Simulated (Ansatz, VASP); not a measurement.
# BN: VASP beside Ansatz

Contents of INCAR:

```
PREC     = Accurate       # precision mode
ENCUT    = 520            # plane-wave cutoff, eV
EDIFF    = 1E-6           # SCF threshold, eV
ISMEAR   = -1             # smearing method
SIGMA    = 0.05           # smearing width, eV
LREAL    = False          # projectors in reciprocal space
LASPH    = True           # aspherical terms in the spheres
NELM     = 100            # most SCF steps
ALGO     = Normal         # electronic algorithm
ISIF     = 2              # what is computed and relaxed
LWAVE    = False          # write WAVECAR
LCHARG   = True           # write CHGCAR
GGA      = PE             # functional
LELF     = True           # ELF
LVHAR    = True         
NBANDS   = 16             # bands
```

KPOINTS

```
regular mesh
0
Gamma
  12 12 6
```

File POSCAR:

```
BN
1.0
    2.4470707926      0.0000000000      0.0000000000
   -1.2235353963      2.1192254712      0.0000000000
    0.0000000000      0.0000000000      4.0514824894
B N
2 2
Direct
    0.3333333333      0.6666666667      0.0011587297
    0.6666666667      0.3333333333      0.5011587297
    0.3333333333      0.6666666667      0.3748412703
    0.6666666667      0.3333333333      0.8748412703
```

Input for Ansatz:

```yaml
crystal:
  lattice:
    - [2.4470707926, 0.0, 0.0]
    - [-1.2235353963, 2.1192254712, 0.0]
    - [0.0, 0.0, 4.0514824894]
  atoms:
    - { symbol: B, position: [0.3333333333, 0.6666666667, 0.0011587297] }
    - { symbol: B, position: [0.6666666667, 0.3333333333, 0.5011587297] }
    - { symbol: "N", position: [0.3333333333, 0.6666666667, 0.3748412703] }
    - { symbol: "N", position: [0.6666666667, 0.3333333333, 0.8748412703] }
kpoints:
  mp_grid: { grid: [12, 12, 6] }
scf:
  occupations: { method: fermi_dirac, width: 0.05 }
hamiltonian:
  xc: pbe
  pseudopotentials: { kind: all_electron, lapw: { basis_error: 0.001 } }
output:
  forces: true
  stress: true
  eigenvalues: true
  populations: true
```

Change from the starting cell: volume scaled by 0.88, LAPW.

Alike in both runs: task single point; functional PBE; k mesh 12 × 12 × 6; occupations fermi-dirac, width 0.05 eV; no spin polarisation.

|  | VASP | Ansatz |
| --- | --- | --- |
| version | VASP 6.6.1 | Ansatz 0.2.0 |
| potentials or method | VASP PAW PBE potentials, release 64 (B, N), cutoff 520 eV | all-electron LAPW, scalar-relativistic |

|  | VASP | Ansatz | Ansatz less VASP |
| --- | --- | --- | --- |
| gap on the k mesh at the Fermi level (eV) | 4.90 | 4.92 | +0.012 |
| pressure (GPa) | 60.6 | 60.0 | -0.60 |

Both programs put the cell under a high pressure, so it lies far from rest at this level. Ansatz ran all-electron here, and VASP with PAW potentials.

Noted on VASP's run: the cell as given lies far from equilibrium.
